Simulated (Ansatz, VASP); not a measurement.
**One calculation of Ta3AlN4, two programs**

```
Ta Al N
1.0
     4.38087    0.00000    0.00000
     0.00000    4.38087    0.00000
     0.00000    0.00000    4.38087
Ta Al N
3 1 4
Direct
  0.00000 0.00000 0.50000
  0.50000 0.00000 0.00000
  0.00000 0.50000 0.00000
  0.50000 0.50000 0.50000
  0.50000 0.50000 0.00000
  0.00000 0.50000 0.50000
  0.50000 0.00000 0.50000
  0.00000 0.00000 0.00000
```

Alike in both runs: functional PBE; k mesh 4 × 4 × 4; occupations gaussian, width 0.1 eV; no spin polarisation.

Ansatz relaxed the structure, and its values are those at the end. VASP's run is a single point on that final structure, the one shown.

```csv
,VASP,Ansatz
version,VASP 6.6.1,Ansatz 0.2.0
potentials or method,"VASP PAW PBE potentials, release 64 (Ta_pv, Al, N), cutoff 520 eV","scalar-relativistic, plane waves, PAW"
valence electrons in the cell,56,62
```

VASP gave:

| Property | Result |
| --- | --- |
| gap on the k mesh at the Fermi level (eV) | none |
| pressure (GPa) | 0.6 |

Problem. Which values does Ansatz return?

Solution. gap on the k mesh at the Fermi level (eV): none; pressure (GPa): 0.0.

A gap of «none» marks a metal or a gap that the smearing closes. The functional is the same, so the differences come from potentials, cutoffs and numerics. VASP's potentials hold 56 valence electrons a cell and Ansatz's 62, so a difference there can come from the potentials and not from the codes.

Spin-orbit coupling is off throughout.
